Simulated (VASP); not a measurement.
# Cu (Fm-3m) in VASP: a series of runs

The runs below take Cu through single point, relaxation of cell and atoms, with PBE exchange alone, r2SCAN0, r2SCANh, RPBE.

All numbers are computed with VASP 6.6.1; they aren't measurements. Logs are shortened: lines on timing, memory, paths and dates and some standing lists are left out, and cuts for length are marked.

## Step 1: The cell of the first run

Symmetry: Fm-3m, No. 225, cubic system. The conventional cell has a = 3.844 Å, b = 3.844 Å, c = 3.844 Å, α = 90.00°, β = 90.00°, γ = 90.00°. Cu (site symmetry m-3m) has 12 Cu at 2.72 Å within 3.6 Å.

## Step 2: Single point, PBE exchange alone

Contents of INCAR:

```
  AGGAC = 0.0
  ALDAC = 0.0
  ALGO = Normal
  EDIFF = 1E-6
  ENCUT = 600
  GGA = PE
  GGA_COMPAT = F
  ISIF = 2
  ISMEAR = -1
  LASPH = T
  LCHARG = F
  LREAL = F
  LWAVE = F
  NBANDS = 12
  NELM = 120
  PREC = Accurate
  SIGMA = 0.05
```

Contents of KPOINTS:

```
k-points
0
Gamma
  13 13 13
```

Contents of POSCAR:

```
Cu
1.0
    0.0000000000      1.9221274470      1.9221274470
    1.9221274470      0.0000000000      1.9221274470
    1.9221274470      1.9221274470      0.0000000000
Cu
1
Direct
    0.0000000000      0.0000000000      0.0000000000
```

Potentials or basis: VASP PAW PBE potentials, release 64 (Cu).

Started as:

```console
$ cat potpaw_PBE.64/Cu/POTCAR > POTCAR
$ mpirun -np 1 vasp_std > vasp.out
```

OUTCAR:

```text
EDIFF = 1E-6
   ENCUT = 600
   GGA = PE
   ISIF = 2
   ISMEAR = -1
   LASPH = T
   LREAL = F
   NELM = 120
   PREC = Accurate

 ion  position               nearest neighbor table
   1  0.000  0.000  0.000-

  LATTYP: Found a face centered cubic cell.
 ALAT       =     3.8442548940

  Lattice vectors:

 A1 = (   0.0000000000,   1.9221274470,   1.9221274470)
 A2 = (   1.9221274470,   0.0000000000,   1.9221274470)
 A3 = (   1.9221274470,   1.9221274470,   0.0000000000)

Analysis of symmetry for initial positions (statically):
=====================================================================
 Subroutine PRICEL returns:
 Original cell was already a primitive cell.

 Routine SETGRP: Setting up the symmetry group for a
 face centered cubic supercell.

 Subroutine GETGRP returns: Found 48 space group operations
[... 9 lines left out ...]

 Routine SETGRP: Setting up the symmetry group for a
 face centered cubic supercell.

 Subroutine GETGRP returns: Found 48 space group operations
[... 11 lines left out ...]
                                     Primitive cell

  volume of cell :      14.2029

  direct lattice vectors                    reciprocal lattice vectors
     0.000000000  1.922127447  1.922127447    -0.260128433  0.260128433  0.260128433
     1.922127447  0.000000000  1.922127447     0.260128433 -0.260128433  0.260128433
     1.922127447  1.922127447  0.000000000     0.260128433  0.260128433 -0.260128433

  length of vectors
     2.718298704  2.718298704  2.718298704     0.450555662  0.450555662  0.450555662

  position of ions in fractional coordinates (direct lattice)
     0.000000000  0.000000000  0.000000000

  ion indices of the primitive-cell ions
   primitive index   ion index
                 1           1

----------------------------------------------------------------------------------------

 KPOINTS: k-points

Automatic generation of k-mesh.
 Grid dimensions read from file:
 generate k-points for:   13   13   13

 Generating k-lattice:

  Cartesian coordinates                     Fractional coordinates (reciprocal lattice)
    -0.020009879  0.020009879  0.020009879     0.076923077  0.000000000  0.000000000
     0.020009879 -0.020009879  0.020009879     0.000000000  0.076923077  0.000000000
     0.020009879  0.020009879 -0.020009879     0.000000000  0.000000000  0.076923077

  Length of vectors
     0.034658128  0.034658128  0.034658128

  Shift w.r.t. Gamma in fractional coordinates (k-lattice)
     0.000000000  0.000000000  0.000000000
[... 50 lines left out ...]
   NELM   =    120;   NELMIN=  2; NELMDL= -5     # of ELM steps
   EDIFF  = 0.1E-05   stopping-criterion for ELM
   LREAL  =      F    real-space projection
   EDIFFG = 0.1E-04   stopping-criterion for IOM
   NSW    =      0    number of steps for IOM
   IBRION =     -1    ionic relax: 0-MD 1-quasi-New 2-CG
   NFREE  =      0    steps in history (QN), initial steepest desc. (CG)
   ISIF   =      2    stress and relaxation
   ISYM   =      2    0-nonsym 1-usesym 2-fastsym
   POTIM  = 0.5000    time-step for ionic-motion
   TEBEG  =    0.0;   TEEND  =   0.0 temperature during run
   PSTRESS=    0.0 pullay stress
   NELECT =      11.0000    total number of electrons
   NUPDOWN=      -1.0000    fix difference up-down
   EMIN   =  10.00;   EMAX   =-10.00  energy-range for DOS
   EFERMI =   0.00;   METHOD = LEGACY
   ISMEAR =    -1;   SIGMA  =   0.05  broadening in eV -4-tet -1-fermi 0-gaus
   EFERMI_NEDOS =   21; number of points for ismear=-14 and -15
   IALGO  =     38    algorithm
   IMIX   =      4    mixing-type and parameters
     AMIX     =   0.40;   BMIX     =  1.00
     AMIX_MAG =   1.60;   BMIX_MAG =  1.00
  volume/ion in A,a.u.               =      14.20        95.85
  Fermi-wavevector in a.u.,A,eV,Ry     =   1.503420  2.841051 30.752848  2.260271
  Thomas-Fermi vector in A             =   2.614532
   LORBIT       =      0    0 simple, 1 ext, 2 COOP (PROOUT), +10 PAW based schemes
   GGA     = PE    functional components
   LHFCALC =     F    Hartree Fock is set to
   AEXX    =    0.0000 exact exchange contribution
   IVDW    =     0    specifies the selected vdW correction
   LEPSILON=     F    determine dielectric tensor
   LRPA    =     F    only Hartree local field effects (RPA)
 non-spin polarized calculation
  energy-cutoff  :      600.00
  volume of cell :       14.20
 maximum number of plane-waves:       495
 NGX is ok and might be reduce to    24
   NGX = 11   NGY = 11   NGZ = 11

 number of electron      11.0000004 magnetization

 Free energy of the ion-electron system (eV)
  ---------------------------------------------------
  ext. energy  EPLUGINS =         0.00000000
  ---------------------------------------------------
  free energy    TOTEN  =        -2.25302809 eV

  energy without entropy =       -2.24938798  energy(sigma->0) =       -2.25120803

 E-fermi :   7.2808     XC(G=0): -10.0180

 val. band max:        7.2208195037   @ k =  -0.4615   0.0769   0.0000
 cond. band min:       7.2996878853   @ k =  -0.3077   0.2308   0.0000
 fundamental gap:      0.0788683816
 Fermi energy:         7.2807781995

 k-point     1 :       0.0000    0.0000    0.0000
  band No.  band energies     occupation
      1      -0.8713      2.00000
      2       4.5727      2.00000
      3       4.5727      2.00000
      4       4.5727      2.00000
      5       5.1853      2.00000
      6       5.1853      2.00000
      7      28.5066      0.00000
      8      29.3913      0.00000
      9      29.3913      0.00000
     10      29.3913      0.00000
     11      32.0804      0.00000
     12      32.0804      0.00000
[... 331 lines left out ...]
 k-point    24 :       0.4615    0.1538    0.0000
  band No.  band energies     occupation
      1       3.1731      2.00000
      2       4.3573      2.00000
      3       4.6284      2.00000
      4       4.7841      2.00000
      5       5.6358      2.00000
      6       6.8521      1.99962
      7      12.3262      0.00000
      8      22.1952      0.00000
      9      23.1613      0.00000
     10      25.5536      0.00000
     11      34.1964      0.00000
     12      34.6630      0.00000

 [... further k-points ...]
[... 5 lines left out ...]
  --------------------------------------------------------------------------------------
  -------------------------------------------------------------------------------------
  Total        0.0266210      0.0266210      0.0266210     -0.0000000     -0.0000000      0.0000000
  in kB        3.0030218      3.0030218      3.0030218     -0.0000000     -0.0000000      0.0000000
  external PRESSURE =       3.0030218 kB  Pullay stress =       0.0000000 kB

 VOLUME and BASIS-vectors are now :
 -----------------------------------------------------------------------------
  energy-cutoff  :      600.00
  volume of cell :       14.20
      direct lattice vectors                 reciprocal lattice vectors
     0.000000000  1.922127447  1.922127447    -0.260128433  0.260128433  0.260128433
     1.922127447  0.000000000  1.922127447     0.260128433 -0.260128433  0.260128433
     1.922127447  1.922127447  0.000000000     0.260128433  0.260128433 -0.260128433

 POSITION                                       TOTAL-FORCE (eV/Angst)
 -----------------------------------------------------------------------------------
      0.00000      0.00000      0.00000        -0.000000     -0.000000     -0.000000
 -----------------------------------------------------------------------------------
    total drift:                               -0.000000      0.000000      0.000000

  FREE ENERGIE OF THE ION-ELECTRON SYSTEM (eV)
  ---------------------------------------------------
  free  energy   TOTEN  =        -2.2530280910 eV

  energy  without entropy=       -2.2493879784  energy(sigma->0) =       -2.25120803
```

OSZICAR:

```text
N       E                     dE             d eps       ncg     rms          rms(c)
DAV:   1     0.485309448280E+02    0.48531E+02   -0.58397E+03  2220   0.161E+03
DAV:   2    -0.157591073366E+01   -0.50107E+02   -0.46270E+02  2052   0.212E+02
DAV:   3    -0.316416010662E+01   -0.15882E+01   -0.15428E+01  2416   0.432E+01
DAV:   4    -0.317631474138E+01   -0.12155E-01   -0.12153E-01  2312   0.331E+00
DAV:   5    -0.317644569302E+01   -0.13095E-03   -0.13095E-03  2496   0.358E-01    0.784E+00
DAV:   6    -0.283811323273E+01    0.33833E+00   -0.18712E+01  2384   0.805E+01    0.510E+00
DAV:   7    -0.225926702366E+01    0.57885E+00   -0.31205E+00  2380   0.339E+01    0.291E-01
DAV:   8    -0.225663926409E+01    0.26278E-02   -0.29385E-02  2608   0.336E+00    0.468E-01
DAV:   9    -0.225307052839E+01    0.35687E-02   -0.26543E-02  2456   0.278E+00    0.653E-02
DAV:  10    -0.225302368718E+01    0.46841E-04   -0.45713E-04  2784   0.368E-01    0.675E-03
DAV:  11    -0.225302877106E+01   -0.50839E-05   -0.17180E-05  2392   0.590E-02    0.424E-03
DAV:  12    -0.225302809098E+01    0.68009E-06   -0.19153E-06  1616   0.225E-02
   1 F= -.22530281E+01 E0= -.22512080E+01  d E =-.364011E-02
```

stdout:

```text
POSCAR found type information on POSCAR Cu
 POSCAR found :  1 types and       1 ions
 scaLAPACK will be used
 LDA part: xc-table for (Slater+PW92), standard interpolation
 POSCAR, INCAR and KPOINTS ok, starting setup
 FFT: planning ... GRIDC
 FFT: planning ... GRID_SOFT
 FFT: planning ... GRID
 WAVECAR not read
 entering main loop
```

Run time: 12 s. Hardware: 1 thread of Intel Xeon Platinum 8259CL at 2.50GHz (Skylake/Cascade Lake), shared host; peak memory 0.14 GiB.

What came out:

```yaml
Free_energy: -2.2530 eV
Pressure: 0.3 GPa
```

Levels at points of the mesh, in eV from the Fermi level:
| k point | band 2 | band 3 | band 4 | band 5 | band 6 | band 7 | band 8 | band 9 | band 10 | band 11 |
| --- | --- | --- | --- | --- | --- | --- | --- | --- | --- | --- |
| (0.00, 0.00, 0.00) | -2.71 | -2.71 | -2.71 | -2.10 | -2.10 | 21.23 | 22.11 | 22.11 | 22.11 | 24.80 |

## Step 3: Relaxation of cell and atoms, PBE exchange alone

This run uses another cell than the first one, of 11.81 Å³/atom, 0.832 times its volume.

Contents of INCAR:

```
PREC = Accurate ; ENCUT = 600
EDIFF = 1E-7 ; ISMEAR = -1
SIGMA = 0.05 ; LREAL = False
LASPH = True ; NELM = 120
ALGO = Normal ; ISIF = 3
LWAVE = False ; LCHARG = False
GGA = PE ; ALDAC = 0.0
AGGAC = 0.0 ; IBRION = 2
NSW = 60 ; EDIFFG = -0.01
GGA_COMPAT = False ; NELMIN = 4
```

Contents of KPOINTS:

```
regular mesh
0
Gamma
  13 13 13
```

Contents of POSCAR:

```
Cu
1.0
    0.0000000000      1.8075000000      1.8075000000
    1.8075000000      0.0000000000      1.8075000000
    1.8075000000      1.8075000000      0.0000000000
Cu
1
Direct
    0.0000000000      0.0000000000      0.0000000000
```

Potentials or basis: VASP PAW PBE potentials, release 64 (Cu).

Started as:

```console
$ cat potpaw_PBE.64/Cu/POTCAR > POTCAR
$ mpirun -np 1 vasp_std > vasp.out
```

OUTCAR:

```text
PREC = Accurate
   ENCUT = 600
   EDIFF = 1E-7
   ISMEAR = -1
   LREAL = False
   LASPH = True
   NELM = 120
   ISIF = 3
   GGA = PE
   IBRION = 2
   NSW = 60
   EDIFFG = -0.01
   NELMIN = 4

 ion  position               nearest neighbor table
   1  0.000  0.000  0.000-

  LATTYP: Found a face centered cubic cell.
 ALAT       =     3.6150000000

  Lattice vectors:

 A1 = (   0.0000000000,   1.8075000000,   1.8075000000)
 A2 = (   1.8075000000,   0.0000000000,   1.8075000000)
 A3 = (   1.8075000000,   1.8075000000,   0.0000000000)

Analysis of symmetry for initial positions (statically):
=====================================================================
 Subroutine PRICEL returns:
 Original cell was already a primitive cell.

 Routine SETGRP: Setting up the symmetry group for a
 face centered cubic supercell.

[... 244 lines left out ...]
  band No.  band energies     occupation
      1      -0.8773      2.00000
      2       4.5611      2.00000
      3       4.5611      2.00000
      4       4.5611      2.00000
      5       5.1723      2.00000
      6       5.1723      2.00000
      7      28.4786      0.00000
      8      29.3524      0.00000
      9      29.3524      0.00000
[... 310 lines left out ...]
--------------------------------------- Ionic step        4  -------------------------------------------

 number of electron      10.9999991 magnetization

 Free energy of the ion-electron system (eV)
  ---------------------------------------------------
  ext. energy  EPLUGINS =         0.00000000
  ---------------------------------------------------
  free energy    TOTEN  =        -2.25277228 eV

  energy without entropy =       -2.24906413  energy(sigma->0) =       -2.25091821

 E-fermi :   7.2269     XC(G=0):  -9.9920

 val. band max:        7.1747551518   @ k =  -0.4615   0.0769   0.0000
 cond. band min:       7.2431377176   @ k =  -0.3077   0.2308   0.0000
 fundamental gap:      0.0683825658
 Fermi energy:         7.2269330091

 k-point     1 :       0.0000    0.0000    0.0000
  band No.  band energies     occupation
      1      -0.8916      2.00000
      2       4.5318      2.00000
      3       4.5318      2.00000
      4       4.5318      2.00000
      5       5.1395      2.00000
      6       5.1395      2.00000
      7      28.4120      0.00000
      8      29.2589      0.00000
      9      29.2589      0.00000
[... 304 lines left out ...]
  FREE ENERGIE OF THE ION-ELECTRON SYSTEM (eV)
  ---------------------------------------------------
  free  energy   TOTEN  =        -2.2527722770 eV

  energy  without entropy=       -2.2490641337  energy(sigma->0) =       -2.25091821

 reached required accuracy - stopping structural energy minimisation
```

OSZICAR:

```text
N       E                     dE             d eps       ncg     rms          rms(c)
DAV:   1     0.412162324565E+02    0.41216E+02   -0.62685E+03  1560   0.233E+03
DAV:   2    -0.255822839867E+01   -0.43774E+02   -0.41617E+02  1531   0.209E+02
[... 36 lines left out ...]
DAV:   1    -0.225622436338E+01   -0.34736E-02   -0.63934E-02  1582   0.645E+00    0.491E-01
DAV:   2    -0.225454752654E+01    0.16768E-02   -0.64329E-02  1583   0.558E+00    0.264E-01
DAV:   3    -0.225286453251E+01    0.16830E-02   -0.13570E-02  1570   0.263E+00    0.708E-02
DAV:   4    -0.225277161558E+01    0.92917E-04   -0.14512E-04  2233   0.160E-01    0.285E-03
DAV:   5    -0.225277199477E+01   -0.37920E-06   -0.51159E-07  1553   0.115E-02    0.230E-03
DAV:   6    -0.225277226583E+01   -0.27106E-06   -0.22935E-07   887   0.876E-03    0.572E-05
DAV:   7    -0.225277227696E+01   -0.11129E-07   -0.75480E-09   795   0.120E-03
   4 F= -.22527723E+01 E0= -.22509182E+01  d E =-.148064E+00
```

CONTCAR:

```text
Cu
   1.00000000000000
     0.0000000000000000    1.9253994524903231    1.9253994524903231
     1.9253994524903231   -0.0000000000000000    1.9253994524903231
     1.9253994524903231    1.9253994524903231   -0.0000000000000000
  Cu
     1
Direct
     1.0000000000000000    0.0000000000000000    1.0000000000000000

  0.00000000E+00  0.00000000E+00  0.00000000E+00
```

Run time: 27 s. Hardware: 1 thread of Intel Xeon Platinum 8259CL at 2.50GHz (Skylake/Cascade Lake), shared host; peak memory 0.13 GiB.

Results:

- Free energy: -2.2528 eV
- Relaxed volume: 14.28 Å³/atom
- Relaxed cell: a = 2.723 Å, b = 2.723 Å, c = 2.723 Å, α = 60.00°, β = 60.00°, γ = 60.00°
- Space group after relaxing (to 0.05 Å): Fm-3m (No. 225)
- Energy gained by relaxing: 148.1 meV/atom
- Ionic steps: 4
- Pressure after relaxing: -0.1 GPa

The path:
```
step  energy change (eV)  largest force (eV/Å)  pressure (GPa)  volume (Å³)
   1              0.0000                0.0000           23.54        11.81
   2             -0.1394                0.0000           -3.42        15.03
   3             -0.1480                0.0000            0.11        14.22
   4             -0.1481                0.0000           -0.06        14.28
```

Final structure:
```cif
data_structure
_symmetry_space_group_name_H-M 'P 1'
_symmetry_Int_Tables_number 1
_cell_length_a 2.7229
_cell_length_b 2.7229
_cell_length_c 2.7229
_cell_angle_alpha 60.000
_cell_angle_beta 60.000
_cell_angle_gamma 60.000
_cell_volume 14.28
loop_
_atom_site_label
_atom_site_type_symbol
_atom_site_fract_x
_atom_site_fract_y
_atom_site_fract_z
_atom_site_occupancy
Cu1 Cu 0.00000 0.00000 0.00000 1
```

Caveat: the volume moved by over 15 % at a fixed basis, so the end points are rough; the volume moved by +21 % from the deposited cell, more than functionals usually miss.

(Part 1 of 2 ends here.)
